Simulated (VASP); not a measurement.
# GaN in VASP: further runs

GaN is run at these levels: PBE; tasks: single point.

All numbers are computed with VASP 6.6.1; they aren't measurements. Logs are shortened: lines on timing, memory, paths and dates and some standing lists are left out, and cuts for length are marked.

## Step 1: The cell of the first run

Symmetry: P6_3mc, No. 186, hexagonal system. The conventional cell has a = 3.219 Å, b = 3.219 Å, c = 5.244 Å, α = 90.00°, β = 90.00°, γ = 120.00°. Ga (site symmetry 3m) has 5 N at 1.86 to 2.69 Å within 2.7 Å. N (site symmetry 3m) has 5 Ga at 1.86 to 2.69 Å within 2.7 Å.

## Step 2: Single point, PBE (atoms displaced along a vibrational mode)

The input, INCAR:

```
ALGO     = Normal         # electronic algorithm
EDIFF    = 1E-6           # SCF threshold, eV
ENCUT    = 600            # plane-wave cutoff, eV
GGA      = PE             # functional
GGA_COMPAT= F            
ISIF     = 2              # what is computed and relaxed
ISMEAR   = 0              # smearing method
LASPH    = T              # aspherical terms in the spheres
LCHARG   = F              # write CHGCAR
LREAL    = F              # projectors in reciprocal space
LWAVE    = F              # write WAVECAR
NBANDS   = 26             # bands
NELM     = 120            # most SCF steps
PREC     = Accurate       # precision mode
SIGMA    = 0.01           # smearing width, eV
```

The input, KPOINTS:

```
k-points
0
Gamma
  12 12 6
```

The input, POSCAR:

```
GaN
1.0
    3.2186242699      0.0000000000      0.0000000000
   -1.6093121350      2.7874103830      0.0000000000
    0.0000000000      0.0000000000      5.2435492390
Ga N
2 2
Direct
    0.3333333333      0.6666666667     -0.0553363965
    0.6666666667      0.3333333333      0.4446636035
    0.3333333333      0.6666666667      0.4323363965
    0.6666666667      0.3333333333      0.9323363965
```

Potentials or basis: VASP PAW PBE potentials, release 64 (Ga_d, N).

Command:

```
cat potpaw_PBE.64/Ga_d/POTCAR potpaw_PBE.64/N/POTCAR > POTCAR
mpirun -np 1 vasp_std > vasp.out
```

OUTCAR:

```text
EDIFF = 1E-6
   ENCUT = 600
   GGA = PE
   ISIF = 2
   ISMEAR = 0
   LASPH = T
   LREAL = F
   NELM = 120
   PREC = Accurate

 ion  position               nearest neighbor table
   1  0.333  0.667  0.945-   4 1.86   4 1.86   4 1.86
   2  0.667  0.333  0.445-   3 1.86   3 1.86   3 1.86
   3  0.333  0.667  0.432-   2 1.86   2 1.86   2 1.86
   4  0.667  0.333  0.932-   1 1.86   1 1.86   1 1.86

  LATTYP: Found a hexagonal cell.
 ALAT       =     3.2186242699
 C/A-ratio  =     1.6291274779

  Lattice vectors:

 A1 = (   3.2186242699,   0.0000000000,   0.0000000000)
 A2 = (  -1.6093121350,   2.7874103830,   0.0000000000)
 A3 = (   0.0000000000,   0.0000000000,   5.2435492390)

Analysis of symmetry for initial positions (statically):
=====================================================================
 Subroutine PRICEL returns:
 Original cell was already a primitive cell.

 Routine SETGRP: Setting up the symmetry group for a
 hexagonal supercell.

 Subroutine GETGRP returns: Found 12 space group operations
 (whereof  6 operations were pure point group operations)
 out of a pool of 24 trial point group operations.

The static configuration has the point symmetry C_3v.
 The point group associated with its full space group is C_6v.

Analysis of symmetry for dynamics (positions and initial velocities):
=====================================================================
 Subroutine PRICEL returns:
 Original cell was already a primitive cell.

 Routine SETGRP: Setting up the symmetry group for a
 hexagonal supercell.

 Subroutine GETGRP returns: Found 12 space group operations
 (whereof  6 operations were pure point group operations)
 out of a pool of 24 trial point group operations.

The dynamic configuration has the point symmetry C_3v.
 The point group associated with its full space group is C_6v.

 Subroutine INISYM returns: Found 12 space group operations
 (whereof  6 operations are pure point group operations),
 and found     1 'primitive' translations

----------------------------------------------------------------------------------------

                                     Primitive cell

  volume of cell :      47.0432

  direct lattice vectors                    reciprocal lattice vectors
     3.218624270  0.000000000  0.000000000     0.310691748  0.179377964  0.000000000
    -1.609312135  2.787410383  0.000000000     0.000000000  0.358755928  0.000000000
     0.000000000  0.000000000  5.243549239     0.000000000  0.000000000  0.190710520

  length of vectors
     3.218624270  3.218624270  5.243549239     0.358755928  0.358755928  0.190710520

  position of ions in fractional coordinates (direct lattice)
     0.333333333  0.666666667  0.944663603
     0.666666667  0.333333333  0.444663603
     0.333333333  0.666666667  0.432336396
     0.666666667  0.333333333  0.932336396

  ion indices of the primitive-cell ions
   primitive index   ion index
                 1           1
                 2           2
                 3           3
                 4           4

----------------------------------------------------------------------------------------

 KPOINTS: k-points

Automatic generation of k-mesh.
 Grid dimensions read from file:
 generate k-points for:   12   12    6

 Generating k-lattice:

  Cartesian coordinates                     Fractional coordinates (reciprocal lattice)
     0.025890979  0.014948164  0.000000000     0.083333333  0.000000000  0.000000000
     0.000000000  0.029896327  0.000000000     0.000000000  0.083333333  0.000000000
     0.000000000  0.000000000  0.031785087     0.000000000  0.000000000  0.166666667

  Length of vectors
     0.029896327  0.029896327  0.031785087

  Shift w.r.t. Gamma in fractional coordinates (k-lattice)
     0.000000000  0.000000000  0.000000000

 Subroutine IBZKPT returns following result:
 ===========================================

 Found     76 irreducible k-points:

 Following reciprocal coordinates:
            Coordinates               Weight
  0.000000  0.000000  0.000000      1.000000
  0.083333  0.000000  0.000000      6.000000
  0.166667  0.000000  0.000000      6.000000
  0.250000  0.000000  0.000000      6.000000
  0.333333  0.000000  0.000000      6.000000
  0.416667  0.000000  0.000000      6.000000
[... 16 lines left out ...]
  0.250000  0.000000  0.166667     12.000000
  0.333333  0.000000  0.166667     12.000000
 [... further k-points ...]
   k-points           NKPTS =     76   k-points in BZ     NKDIM =     76   number of bands    NBANDS=     26
   number of dos      NEDOS =    301   number of ions     NIONS =      4
   total plane-waves  NPLWV =  32928
   dimension x,y,z NGX =    28 NGY =   28 NGZ =   42
   dimension x,y,z NGXF=    56 NGYF=   56 NGZF=   84
   ions per type =               2   2
   NGX,Y,Z   is equivalent  to a cutoff of  14.46, 14.46, 13.32 a.u.
   NGXF,Y,Z  is equivalent  to a cutoff of  28.92, 28.92, 26.63 a.u.
 SYSTEM =  unknown system
   PREC   = accura    normal or accurate (medium, high low for compatibility)
   ISTART =      0    job   : 0-new  1-cont  2-samecut
   ICHARG =      2    charge: 1-file 2-atom 10-const
   ISPIN  =      1    spin polarized calculation?
   LNONCOLLINEAR =      F non collinear calculations
   LSORBIT =      F    spin-orbit coupling
   LASPH  =      T    aspherical Exc in radial PAW
   ENCUT  =  600.0 eV  44.10 Ry    6.64 a.u.   6.43  6.43 10.47*2*pi/ulx,y,z
   NELM   =    120;   NELMIN=  2; NELMDL= -5     # of ELM steps
   EDIFF  = 0.1E-05   stopping-criterion for ELM
   LREAL  =      F    real-space projection
   EDIFFG = 0.1E-04   stopping-criterion for IOM
   NSW    =      0    number of steps for IOM
   IBRION =     -1    ionic relax: 0-MD 1-quasi-New 2-CG
   NFREE  =      0    steps in history (QN), initial steepest desc. (CG)
   ISIF   =      2    stress and relaxation
   ISYM   =      2    0-nonsym 1-usesym 2-fastsym
   POTIM  = 0.5000    time-step for ionic-motion
   TEBEG  =    0.0;   TEEND  =   0.0 temperature during run
   PSTRESS=    0.0 pullay stress
   NELECT =      36.0000    total number of electrons
   NUPDOWN=      -1.0000    fix difference up-down
   EMIN   =  10.00;   EMAX   =-10.00  energy-range for DOS
   EFERMI =   0.00;   METHOD = LEGACY
   ISMEAR =     0;   SIGMA  =   0.01  broadening in eV -4-tet -1-fermi 0-gaus
   EFERMI_NEDOS =   21; number of points for ismear=-14 and -15
   IALGO  =     38    algorithm
   IMIX   =      4    mixing-type and parameters
     AMIX     =   0.40;   BMIX     =  1.00
     AMIX_MAG =   1.60;   BMIX_MAG =  1.00
  volume/ion in A,a.u.               =      11.76        79.37
  Fermi-wavevector in a.u.,A,eV,Ry     =   1.497419  2.829713 30.507869  2.242265
  Thomas-Fermi vector in A             =   2.609310
   LORBIT       =      0    0 simple, 1 ext, 2 COOP (PROOUT), +10 PAW based schemes
   GGA     = PE    functional components
   LHFCALC =     F    Hartree Fock is set to
   AEXX    =    0.0000 exact exchange contribution
   IVDW    =     0    specifies the selected vdW correction
   LEPSILON=     F    determine dielectric tensor
   LRPA    =     F    only Hartree local field effects (RPA)
 non-spin polarized calculation
 Gauss-broadening in eV      SIGMA  =   0.01
  energy-cutoff  :      600.00
  volume of cell :       47.04
 maximum number of plane-waves:      1591
 NGX is ok and might be reduce to    28
   NGX = 13   NGY = 13   NGZ = 21

 number of electron      36.0000005 magnetization

 Free energy of the ion-electron system (eV)
  ---------------------------------------------------
  ext. energy  EPLUGINS =         0.00000000
  ---------------------------------------------------
  free energy    TOTEN  =       -23.29953697 eV

  energy without entropy =      -23.29953697  energy(sigma->0) =      -23.29953697

 E-fermi :   5.3932     XC(G=0): -11.4969

 val. band max:        5.2874953253   @ k =   0.0833   0.0000   0.0000
 cond. band min:       6.9614944103   @ k =   0.0000   0.0000   0.0000
 fundamental gap:      1.6739990850
 Fermi energy:         5.3931648392

 k-point     1 :       0.0000    0.0000    0.0000
  band No.  band energies     occupation
      1     -11.0857      2.00000
      2     -10.4271      2.00000
      3      -8.6117      2.00000
      4      -8.6117      2.00000
      5      -8.6057      2.00000
      6      -8.6057      2.00000
[... 18 lines left out ...]
     25      16.1357      0.00000
     26      16.5164      0.00000

 k-point     2 :       0.0833    0.0000    0.0000
  band No.  band energies     occupation
      1     -11.0151      2.00000
      2     -10.3890      2.00000
      3      -8.6165      2.00000
      4      -8.6013      2.00000
      5      -8.5920      2.00000
      6      -8.5866      2.00000
[... 18 lines left out ...]
     25      16.0305      0.00000
     26      16.4065      0.00000

 k-point     3 :       0.1667    0.0000    0.0000
  band No.  band energies     occupation
      1     -10.8213      2.00000
      2     -10.2895      2.00000
      3      -8.6182      2.00000
      4      -8.5824      2.00000
      5      -8.5374      2.00000
      6      -8.5337      2.00000
[... 18 lines left out ...]
     25      15.8910      0.00000
     26      17.1620      0.00000

 k-point     4 :       0.2500    0.0000    0.0000
  band No.  band energies     occupation
      1     -10.5611      2.00000
      2     -10.1680      2.00000
      3      -8.5974      2.00000
      4      -8.5381      2.00000
      5      -8.4630      2.00000
      6      -8.4589      2.00000
[... 18 lines left out ...]
     25      17.0504      0.00000
     26      18.2561      0.00000
[... 496 lines left out ...]
      1     -10.7715      2.00000
      2     -10.3088      2.00000
      3      -8.6167      2.00000
      4      -8.5858      2.00000
      5      -8.5398      2.00000
      6      -8.5357      2.00000
[... 18 lines left out ...]
     25      15.8847      0.00000
     26      16.9256      0.00000

 k-point    23 :       0.2500    0.0000    0.1667
  band No.  band energies     occupation
      1     -10.5201      2.00000
      2     -10.1790      2.00000
      3      -8.5957      2.00000
      4      -8.5438      2.00000
      5      -8.4665      2.00000
      6      -8.4610      2.00000
[... 18 lines left out ...]
     25      17.0053      0.00000
     26      17.8420      0.00000

 k-point    24 :       0.3333    0.0000    0.1667
  band No.  band energies     occupation
      1     -10.2898      2.00000
      2     -10.0713      2.00000
      3      -8.5596      2.00000
      4      -8.4859      2.00000
      5      -8.4507      2.00000
      6      -8.4084      2.00000
[... 18 lines left out ...]
     25      18.0054      0.00000
     26      18.3034      0.00000

 [... further k-points ...]

------------------------ aborting loop because EDIFF is reached ----------------------------------------

  FORCE on cell =-STRESS in cart. coord.  units (eV):
  Direction    XX          YY          ZZ          XY          YZ          ZX
  --------------------------------------------------------------------------------------
  -------------------------------------------------------------------------------------
  Total        3.7835312      3.7835312     -0.0190707     -0.0000000      0.0000000      0.0000000
  in kB      128.8579910    128.8579910     -0.6495022     -0.0000000      0.0000000      0.0000000
  external PRESSURE =      85.6888266 kB  Pullay stress =       0.0000000 kB

 VOLUME and BASIS-vectors are now :
 -----------------------------------------------------------------------------
  energy-cutoff  :      600.00
  volume of cell :       47.04
      direct lattice vectors                 reciprocal lattice vectors
     3.218624270  0.000000000  0.000000000     0.310691748  0.179377964  0.000000000
    -1.609312135  2.787410383  0.000000000     0.000000000  0.358755928  0.000000000
     0.000000000  0.000000000  5.243549239     0.000000000  0.000000000  0.190710520

 POSITION                                       TOTAL-FORCE (eV/Angst)
 -----------------------------------------------------------------------------------
     -0.00000      1.85827      4.95339         0.000000     -0.000000      0.317222
      1.60931      0.92914      2.33162        -0.000000      0.000000      0.317222
     -0.00000      1.85827      2.26698         0.000000     -0.000000     -0.317222
      1.60931      0.92914      4.88875        -0.000000      0.000000     -0.317222
 -----------------------------------------------------------------------------------
    total drift:                                0.000000      0.000000     -0.000504

  FREE ENERGIE OF THE ION-ELECTRON SYSTEM (eV)
  ---------------------------------------------------
  free  energy   TOTEN  =       -23.2995369732 eV

  energy  without entropy=      -23.2995369732  energy(sigma->0) =      -23.29953697
```

Run time: 55 s. Hardware: 1 thread of Intel Xeon 6975P-C (Granite Rapids), shared host; peak memory 0.23 GiB.

Results:

| Quantity | Value |
| --- | --- |
| Free energy | -23.2995 eV |
| Pressure | 8.6 GPa |
| Largest force | 0.317 eV/Å |
| Band gap on the k mesh | 1.67 eV |

Forces on the atoms (eV/Å):
```
Ga   0.000  0.000  0.317
Ga   0.000  0.000  0.317
N    0.000  0.000 -0.317
N    0.000  0.000 -0.317
```

Caveat: the cell differs from its parent crystal (atoms displaced along a vibrational mode); the cell stands under pressure.

## Step 3: Single point, PBE

The input, INCAR:

```
SYSTEM = GaN
PREC = Accurate ; ENCUT = 600
EDIFF = 1E-6 ; ISMEAR = 0
SIGMA = 0.01 ; LREAL = .FALSE.
LASPH = .TRUE. ; NELM = 120
ALGO = Normal ; ISIF = 2
LWAVE = .FALSE. ; LCHARG = .TRUE.
GGA = PE ; LELF = .TRUE.
LVHAR = .TRUE. ; NBANDS = 26
GGA_COMPAT = .FALSE.
```

The input, KPOINTS:

```
regular mesh
0
G
  12 12 6
  0 0 0
```

The input, POSCAR:

```
GaN
1.0
    3.2186242699      0.0000000000      0.0000000000
   -1.6093121350      2.7874103830      0.0000000000
    0.0000000000      0.0000000000      5.2435492390
Ga N
2 2
Direct
    0.3333333333      0.6666666667     -0.0615000000
    0.6666666667      0.3333333333      0.4385000000
    0.3333333333      0.6666666667      0.4385000000
    0.6666666667      0.3333333333      0.9385000000
```

Potentials or basis: VASP PAW PBE potentials, release 64 (Ga_d, N).

Command:

```
cat potpaw_PBE.64/Ga_d/POTCAR potpaw_PBE.64/N/POTCAR > POTCAR
mpirun -np 1 vasp_std > vasp.out
```

It took 55 s on 1 thread of Intel Xeon 6975P-C (Granite Rapids), shared host; peak memory 0.23 GiB.

It converged, with:

```yaml
Free_energy: -23.2789 eV
Pressure: 8.7 GPa
Band_gap_on_the_k_mesh: 1.68 eV
```

Stress tensor (GPa, compression positive):
```
13.01  0.00  0.00
 0.00 13.01  0.00
 0.00  0.00  0.06
```

Levels at points of the mesh, in eV from the valence-band top:
```csv
k point,band 15,band 16,band 17,band 18,band 19,band 20,band 21,band 22
"(0.00, 0.00, 0.00)",-1.35,-0.68,-0.68,0.00,1.68,3.15,8.80,9.44
"(0.50, 0.00, 0.00)",-3.34,-3.10,-2.24,-1.14,4.35,5.11,5.78,8.23
"(0.00, 0.00, 0.50)",-1.02,-1.02,-1.02,-1.02,3.62,3.62,7.84,7.84
"(0.50, 0.00, 0.50)",-2.82,-2.82,-1.04,-1.04,4.27,4.27,6.11,6.11
```

Caveat: the cell stands under pressure.
